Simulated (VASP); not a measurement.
Cu, 1 atom in the cell. Symmetry: Fm-3m, No. 225, cubic system. The conventional cell has a = 3.686 Å, b = 3.686 Å, c = 3.686 Å, α = 90.00°, β = 90.00°, γ = 90.00°. Cu (site symmetry m-3m) has 12 Cu at 2.61 Å within 3.4 Å. 

| Item | Value |
| --- | --- |
| Program | VASP 6.6.1 |
| Task | single point |
| Functional | revPBE |
| Potentials or basis | VASP PAW PBE potentials, release 64 (Cu_sv_GW) |
| Cutoff | 700 eV |
| k mesh | 13 × 13 × 13 |
| Occupations | fermi-dirac, width 0.05 eV |
| Spin | no spin polarisation |
| Dipole correction | no |
| Second run | valence_matched |
| Further INCAR settings | ALGO = Normal; EDIFF = 1e-06; NBANDS = 16 |

Potentials or basis: VASP PAW PBE potentials, release 64 (Cu_sv_GW).

Run with:

```bash
$ cat potpaw_PBE.64/Cu_sv_GW/POTCAR > POTCAR
$ mpirun -np 1 vasp_std > vasp.out
```

Hardware: 1 thread of AMD EPYC 7R13 Processor (Zen 3) (shared host).

Problem. Estimate the wall time of this run.

Solution. Run time: 38 s on 1 thread of AMD EPYC 7R13 Processor (Zen 3) (shared host), peak memory 0.14 GiB. Counts: scf iterations 11, k points 84.
